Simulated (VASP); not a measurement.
# PbSe (Pm-3m) in VASP: notebook

Runs on PbSe. Level: PBEsol. Tasks: single point.

All numbers are computed with VASP 6.6.1; they aren't measurements. Logs are shortened: lines on timing, memory, paths and dates and some standing lists are left out, and cuts for length are marked.

## 1. The cell of the first run

It takes space group Pm-3m (No. 221, cubic). Conventional cell: a = 3.784 Å, b = 3.784 Å, c = 3.784 Å, α = 90.00°, β = 90.00°, γ = 90.00°. Pb (site symmetry m-3m) has 8 Se at 3.28 Å and 6 Pb at 3.78 Å within 4.3 Å. Within 4.3 Å of Se (site symmetry m-3m) lie 8 Pb at 3.28 Å and 6 Se at 3.78 Å.

## 2. Single point, PBEsol

File INCAR:

```
PREC = Accurate
ENCUT = 500
EDIFF = 1E-6
ISMEAR = -1
SIGMA = 0.05
LREAL = False
LASPH = True
NELM = 120
ALGO = Normal
ISIF = 2
LWAVE = False
LCHARG = False
GGA = PS
NBANDS = 17
GGA_COMPAT = False
```

File KPOINTS:

```
Automatic mesh
0
Gamma
  6 6 6
```

File POSCAR:

```
PbSe
1.0
    3.7843200000      0.0000000000      0.0000000000
    0.0000000000      3.7843200000      0.0000000000
    0.0000000000      0.0000000000      3.7843200000
Pb Se
1 1
Direct
    0.0000000000      0.0000000000      0.0000000000
    0.5000000000      0.5000000000      0.5000000000
```

Potentials or basis: VASP PAW PBE potentials, release 64 (Pb_d, Se).

Started as:

```console
> cat potpaw_PBE.64/Pb_d/POTCAR potpaw_PBE.64/Se/POTCAR > POTCAR
> mpirun -np 1 vasp_std > vasp.out
```

OUTCAR:

```text
PREC = Accurate
   ENCUT = 500
   EDIFF = 1E-6
   ISMEAR = -1
   LREAL = False
   LASPH = True
   NELM = 120
   ISIF = 2
   GGA = PS

 ion  position               nearest neighbor table
   1  0.000  0.000  0.000-   2 3.28   2 3.28   2 3.28   2 3.28   2 3.28   2 3.28   2 3.28   2 3.28

   2  0.500  0.500  0.500-   1 3.28   1 3.28   1 3.28   1 3.28   1 3.28   1 3.28   1 3.28   1 3.28

  LATTYP: Found a simple cubic cell.
 ALAT       =     3.7843200000

  Lattice vectors:

 A1 = (   3.7843200000,   0.0000000000,   0.0000000000)
 A2 = (   0.0000000000,   3.7843200000,   0.0000000000)
 A3 = (   0.0000000000,   0.0000000000,   3.7843200000)

Analysis of symmetry for initial positions (statically):
=====================================================================
 Subroutine PRICEL returns:
 Original cell was already a primitive cell.

 Routine SETGRP: Setting up the symmetry group for a
 simple cubic supercell.

 Subroutine GETGRP returns: Found 48 space group operations
 (whereof 48 operations were pure point group operations)
 out of a pool of 48 trial point group operations.

The static configuration has the point symmetry O_h .

Analysis of symmetry for dynamics (positions and initial velocities):
=====================================================================
 Subroutine PRICEL returns:
 Original cell was already a primitive cell.

 Routine SETGRP: Setting up the symmetry group for a
 simple cubic supercell.

 Subroutine GETGRP returns: Found 48 space group operations
 (whereof 48 operations were pure point group operations)
 out of a pool of 48 trial point group operations.

The dynamic configuration has the point symmetry O_h .

 Subroutine INISYM returns: Found 48 space group operations
 (whereof 48 operations are pure point group operations),
 and found     1 'primitive' translations

----------------------------------------------------------------------------------------

                                     Primitive cell

  volume of cell :      54.1955

  direct lattice vectors                    reciprocal lattice vectors
     3.784320000  0.000000000  0.000000000     0.264248267  0.000000000  0.000000000
     0.000000000  3.784320000  0.000000000     0.000000000  0.264248267  0.000000000
     0.000000000  0.000000000  3.784320000     0.000000000  0.000000000  0.264248267

  length of vectors
     3.784320000  3.784320000  3.784320000     0.264248267  0.264248267  0.264248267

  position of ions in fractional coordinates (direct lattice)
     0.000000000  0.000000000  0.000000000
     0.500000000  0.500000000  0.500000000

  ion indices of the primitive-cell ions
   primitive index   ion index
                 1           1
                 2           2

----------------------------------------------------------------------------------------

 KPOINTS: Automatic mesh

Automatic generation of k-mesh.
 Grid dimensions read from file:
 generate k-points for:    6    6    6

 Generating k-lattice:

  Cartesian coordinates                     Fractional coordinates (reciprocal lattice)
     0.044041378  0.000000000  0.000000000     0.166666667  0.000000000  0.000000000
     0.000000000  0.044041378  0.000000000     0.000000000  0.166666667  0.000000000
     0.000000000  0.000000000  0.044041378     0.000000000  0.000000000  0.166666667

  Length of vectors
     0.044041378  0.044041378  0.044041378

  Shift w.r.t. Gamma in fractional coordinates (k-lattice)
     0.000000000  0.000000000  0.000000000

 Subroutine IBZKPT returns following result:
 ===========================================

 Found     20 irreducible k-points:

 Following reciprocal coordinates:
            Coordinates               Weight
  0.000000  0.000000  0.000000      1.000000
  0.166667  0.000000  0.000000      6.000000
  0.333333  0.000000  0.000000      6.000000
  0.500000  0.000000  0.000000      3.000000
  0.166667  0.166667  0.000000     12.000000
  0.333333  0.166667  0.000000     24.000000
[... 12 lines left out ...]
  0.500000  0.500000  0.333333      6.000000
  0.500000  0.500000  0.500000      1.000000
   k-points           NKPTS =     20   k-points in BZ     NKDIM =     20   number of bands    NBANDS=     17
   number of dos      NEDOS =    301   number of ions     NIONS =      2
   total plane-waves  NPLWV =  21952
   dimension x,y,z NGX =    28 NGY =   28 NGZ =   28
   dimension x,y,z NGXF=    56 NGYF=   56 NGZF=   56
   ions per type =               1   1
   NGX,Y,Z   is equivalent  to a cutoff of  12.30, 12.30, 12.30 a.u.
   NGXF,Y,Z  is equivalent  to a cutoff of  24.60, 24.60, 24.60 a.u.
 SYSTEM =  unknown system
   PREC   = accura    normal or accurate (medium, high low for compatibility)
   ISTART =      0    job   : 0-new  1-cont  2-samecut
   ICHARG =      2    charge: 1-file 2-atom 10-const
   ISPIN  =      1    spin polarized calculation?
   LNONCOLLINEAR =      F non collinear calculations
   LSORBIT =      F    spin-orbit coupling
   LASPH  =      T    aspherical Exc in radial PAW
   ENCUT  =  500.0 eV  36.75 Ry    6.06 a.u.   6.90  6.90  6.90*2*pi/ulx,y,z
   NELM   =    120;   NELMIN=  2; NELMDL= -5     # of ELM steps
   EDIFF  = 0.1E-05   stopping-criterion for ELM
   LREAL  =      F    real-space projection
   EDIFFG = 0.1E-04   stopping-criterion for IOM
   NSW    =      0    number of steps for IOM
   IBRION =     -1    ionic relax: 0-MD 1-quasi-New 2-CG
   NFREE  =      0    steps in history (QN), initial steepest desc. (CG)
   ISIF   =      2    stress and relaxation
   ISYM   =      2    0-nonsym 1-usesym 2-fastsym
   POTIM  = 0.5000    time-step for ionic-motion
   TEBEG  =    0.0;   TEEND  =   0.0 temperature during run
   PSTRESS=    0.0 pullay stress
   NELECT =      20.0000    total number of electrons
   NUPDOWN=      -1.0000    fix difference up-down
   EMIN   =  10.00;   EMAX   =-10.00  energy-range for DOS
   EFERMI =   0.00;   METHOD = LEGACY
   ISMEAR =    -1;   SIGMA  =   0.05  broadening in eV -4-tet -1-fermi 0-gaus
   EFERMI_NEDOS =   21; number of points for ismear=-14 and -15
   IALGO  =     38    algorithm
   IMIX   =      4    mixing-type and parameters
     AMIX     =   0.40;   BMIX     =  1.00
     AMIX_MAG =   1.60;   BMIX_MAG =  1.00
  volume/ion in A,a.u.               =      27.10       182.86
  Fermi-wavevector in a.u.,A,eV,Ry     =   1.174258  2.219026 18.760837  1.378883
  Thomas-Fermi vector in A             =   2.310658
   LORBIT       =      0    0 simple, 1 ext, 2 COOP (PROOUT), +10 PAW based schemes
   GGA     = PS    functional components
   LHFCALC =     F    Hartree Fock is set to
   AEXX    =    0.0000 exact exchange contribution
   IVDW    =     0    specifies the selected vdW correction
   LEPSILON=     F    determine dielectric tensor
   LRPA    =     F    only Hartree local field effects (RPA)
 non-spin polarized calculation
  energy-cutoff  :      500.00
  volume of cell :       54.20
 maximum number of plane-waves:      1406
 NGX is ok and might be reduce to    28
   NGX = 13   NGY = 13   NGZ = 13

 number of electron      20.0000009 magnetization

 Free energy of the ion-electron system (eV)
  ---------------------------------------------------
  ext. energy  EPLUGINS =         0.00000000
  ---------------------------------------------------
  free energy    TOTEN  =        -8.46857143 eV

  energy without entropy =       -8.45859384  energy(sigma->0) =       -8.46358264

 E-fermi :   5.2039     XC(G=0): -10.1226

 val. band max:        5.1816375304   @ k =   0.5000   0.5000   0.0000
 cond. band min:       5.2059371664   @ k =   0.5000   0.3333   0.3333
 fundamental gap:      0.0242996360
 Fermi energy:         5.2039206147

 k-point     1 :       0.0000    0.0000    0.0000
  band No.  band energies     occupation
      1     -11.6525      2.00000
      2     -11.6525      2.00000
      3     -11.5017      2.00000
      4     -11.5017      2.00000
      5     -11.5017      2.00000
      6      -8.0384      2.00000
[... 9 lines left out ...]
     16      16.3350      0.00000
     17      17.9783      0.00000

 k-point     2 :       0.1667    0.0000    0.0000
  band No.  band energies     occupation
      1     -11.6507      2.00000
      2     -11.6231      2.00000
      3     -11.5126      2.00000
      4     -11.5126      2.00000
      5     -11.5007      2.00000
      6      -7.8380      2.00000
[... 9 lines left out ...]
     16      16.6770      0.00000
     17      17.3085      0.00000

 k-point     3 :       0.3333    0.0000    0.0000
  band No.  band energies     occupation
      1     -11.6473      2.00000
      2     -11.5648      2.00000
      3     -11.5341      2.00000
      4     -11.5341      2.00000
      5     -11.4988      2.00000
      6      -7.3324      2.00000
[... 9 lines left out ...]
     16      15.0593      0.00000
     17      17.7773      0.00000

 k-point     4 :       0.5000    0.0000    0.0000
  band No.  band energies     occupation
      1     -11.6456      2.00000
      2     -11.5449      2.00000
      3     -11.5449      2.00000
      4     -11.5358      2.00000
      5     -11.4979      2.00000
      6      -6.9824      2.00000
[... 9 lines left out ...]
     16      18.1677      0.00000
     17      18.3259      0.00000
[... 263 lines left out ...]
      1     -11.5952      2.00000
      2     -11.5818      2.00000
      3     -11.5669      2.00000
      4     -11.5069      2.00000
      5     -11.4759      2.00000
      6      -6.2622      2.00000
[... 9 lines left out ...]
     16      16.8995      0.00000
     17      20.2801      0.00000

 k-point    19 :       0.5000    0.5000    0.3333
  band No.  band energies     occupation
      1     -11.6048      2.00000
      2     -11.5801      2.00000
      3     -11.5801      2.00000
      4     -11.4909      2.00000
      5     -11.4588      2.00000
      6      -6.1682      2.00000
[... 9 lines left out ...]
     16      17.8962      0.00000
     17      20.7236      0.00000

 k-point    20 :       0.5000    0.5000    0.5000
  band No.  band energies     occupation
      1     -11.5944      2.00000
      2     -11.5944      2.00000
      3     -11.5944      2.00000
      4     -11.4582      2.00000
      5     -11.4582      2.00000
      6      -6.1059      2.00000
[... 9 lines left out ...]
     16      18.8705      0.00000
     17      22.4622      0.00000

------------------------ aborting loop because EDIFF is reached ----------------------------------------

  FORCE on cell =-STRESS in cart. coord.  units (eV):
  Direction    XX          YY          ZZ          XY          YZ          ZX
  --------------------------------------------------------------------------------------
  -------------------------------------------------------------------------------------
  Total       -1.0820647     -1.0820647     -1.0820647      0.0000000      0.0000000     -0.0000000
  in kB      -31.9889697    -31.9889697    -31.9889697      0.0000000      0.0000000     -0.0000000
  external PRESSURE =     -31.9889697 kB  Pullay stress =       0.0000000 kB

 VOLUME and BASIS-vectors are now :
 -----------------------------------------------------------------------------
  energy-cutoff  :      500.00
  volume of cell :       54.20
      direct lattice vectors                 reciprocal lattice vectors
     3.784320000  0.000000000  0.000000000     0.264248267  0.000000000  0.000000000
     0.000000000  3.784320000  0.000000000     0.000000000  0.264248267  0.000000000
     0.000000000  0.000000000  3.784320000     0.000000000  0.000000000  0.264248267

 POSITION                                       TOTAL-FORCE (eV/Angst)
 -----------------------------------------------------------------------------------
      0.00000      0.00000      0.00000         0.000000      0.000000      0.000000
      1.89216      1.89216      1.89216         0.000000      0.000000      0.000000
 -----------------------------------------------------------------------------------
    total drift:                               -0.000000      0.000000     -0.000000

  FREE ENERGIE OF THE ION-ELECTRON SYSTEM (eV)
  ---------------------------------------------------
  free  energy   TOTEN  =        -8.4685714300 eV

  energy  without entropy=       -8.4585938448  energy(sigma->0) =       -8.46358264
```

Run time: 7.5 s. Hardware: 1 thread of Intel Xeon 6975P-C (Granite Rapids), shared host; peak memory 0.16 GiB.

What came out:

```
Free energy            : -8.4686 eV
Pressure               : -3.2 GPa
Band gap on the k mesh : zero (band 10 reaches 5.30 eV, above the bottom of band 11 at 4.54 eV)
```

Caveat: the PAW data sets were made with another functional, which shifts forces and pressure a little; spin-orbit coupling is left out, which moves the levels of the heavy elements.

## 3. Single point, PBEsol

This run uses another cell than the first one, of 27.64 Å³/atom, 1.020 times its volume.

File INCAR:

```
SYSTEM = PbSe
PREC = Accurate
ENCUT = 500
EDIFF = 1E-6
ISMEAR = -1
SIGMA = 0.05
LREAL = .False.
LASPH = .True.
NELM = 120
ALGO = Normal
ISIF = 2
LWAVE = .False.
LCHARG = .False.
GGA = PS
NBANDS = 17
GGA_COMPAT = .False.
```

File KPOINTS:

```
Automatic mesh
0
Gamma
  6 6 6
  0 0 0
```

File POSCAR:

```
PbSe
1.0
    3.8093824522      0.0000000000      0.0000000000
    0.0000000000      3.8093824522      0.0000000000
    0.0000000000      0.0000000000      3.8093824522
Pb Se
1 1
Direct
    0.0000000000      0.0000000000      0.0000000000
    0.5000000000      0.5000000000      0.5000000000
```

Potentials or basis: VASP PAW PBE potentials, release 64 (Pb_d, Se).

Started as:

```console
> cat potpaw_PBE.64/Pb_d/POTCAR potpaw_PBE.64/Se/POTCAR > POTCAR
> mpirun -np 1 vasp_std > vasp.out
```

OUTCAR:

```text
SYSTEM = PbSe
   PREC = Accurate
   ENCUT = 500
   EDIFF = 1E-6
   ISMEAR = -1
   LREAL = .False.
   LASPH = .True.
   NELM = 120
   ISIF = 2
   GGA = PS

 ion  position               nearest neighbor table
   1  0.000  0.000  0.000-   2 3.30   2 3.30   2 3.30   2 3.30   2 3.30   2 3.30   2 3.30   2 3.30

   2  0.500  0.500  0.500-   1 3.30   1 3.30   1 3.30   1 3.30   1 3.30   1 3.30   1 3.30   1 3.30

  LATTYP: Found a simple cubic cell.
 ALAT       =     3.8093824522

[... 581 lines left out ...]

------------------------ aborting loop because EDIFF is reached ----------------------------------------

  FORCE on cell =-STRESS in cart. coord.  units (eV):
  Direction    XX          YY          ZZ          XY          YZ          ZX
  --------------------------------------------------------------------------------------
  -------------------------------------------------------------------------------------
  Total       -1.3666471     -1.3666471     -1.3666471     -0.0000000      0.0000000      0.0000000
  in kB      -39.6098540    -39.6098540    -39.6098540     -0.0000000      0.0000000      0.0000000
  external PRESSURE =     -39.6098540 kB  Pullay stress =       0.0000000 kB

 VOLUME and BASIS-vectors are now :
 -----------------------------------------------------------------------------
  energy-cutoff  :      500.00
  volume of cell :       55.28
      direct lattice vectors                 reciprocal lattice vectors
     3.809382452  0.000000000  0.000000000     0.262509741  0.000000000  0.000000000
     0.000000000  3.809382452  0.000000000     0.000000000  0.262509741  0.000000000
     0.000000000  0.000000000  3.809382452     0.000000000  0.000000000  0.262509741

 POSITION                                       TOTAL-FORCE (eV/Angst)
 -----------------------------------------------------------------------------------
      0.00000      0.00000      0.00000         0.000000      0.000000      0.000000
      1.90469      1.90469      1.90469         0.000000      0.000000      0.000000
 -----------------------------------------------------------------------------------
    total drift:                               -0.000000      0.000000     -0.000000

  FREE ENERGIE OF THE ION-ELECTRON SYSTEM (eV)
  ---------------------------------------------------
  free  energy   TOTEN  =        -8.4446446217 eV

  energy  without entropy=       -8.4342835851  energy(sigma->0) =       -8.43946410
```

It took 8 s on 1 thread of Intel Xeon 6975P-C (Granite Rapids), shared host; peak memory 0.16 GiB.

Results:

```yaml
Free_energy: -8.4446 eV
Pressure: -4.0 GPa
Band_gap_on_the_k_mesh: zero (band 10 reaches 5.08 eV, above the bottom of band 11 at 4.38 eV)
```

Caveat: the PAW data sets were made with another functional, which shifts forces and pressure a little; spin-orbit coupling is left out, which moves the levels of the heavy elements.

[end of part 1 of 2]
